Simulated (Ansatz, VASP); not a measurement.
C in VASP and in Ansatz

```
C
1.0
    -3.09543    3.09543    2.06202
     3.09543   -3.09543    2.06202
     3.09543    3.09543   -2.06202
C
8
Direct
  0.83327 0.00000 0.83327
  0.16673 0.00000 0.16673
  0.75000 0.41673 0.66673
  0.75000 0.08327 0.33327
  0.58327 0.25000 0.33327
  0.91673 0.25000 0.66673
  0.00000 0.83327 0.83327
  0.00000 0.16673 0.16673
```

Alike in both runs: task single point; functional PBE; k mesh 6 × 6 × 6; occupations gaussian, width 0.1 eV; no spin polarisation.

|  | VASP | Ansatz |
| --- | --- | --- |
| version | VASP 6.6.1 | Ansatz 0.2.0 |
| potentials or method | VASP PAW PBE potentials, release 64 (C), cutoff 600 eV | scalar-relativistic, plane waves, PAW |
| valence electrons in the cell | 32 | 32 |

Ansatz gave:

| Item | Value |
| --- | --- |
| gap on the k mesh at the Fermi level (eV) | none |
| pressure (GPa) | 4.8 |
| traceless stress, the component that is largest in VASP (GPa) | -28.38 |
| rms of the force components (eV/Å) | 3.350 |

Q: What did VASP give for the same quantities?

A: gap on the k mesh at the Fermi level (eV): none; pressure (GPa): 4.9; traceless stress, the component that is largest in VASP (GPa): -28.71; rms of the force components (eV/Å): 3.352.

Atom by atom the forces differ by 0.032 eV/Å (rms over components). A gap of «none» marks a metal or a gap that the smearing closes.
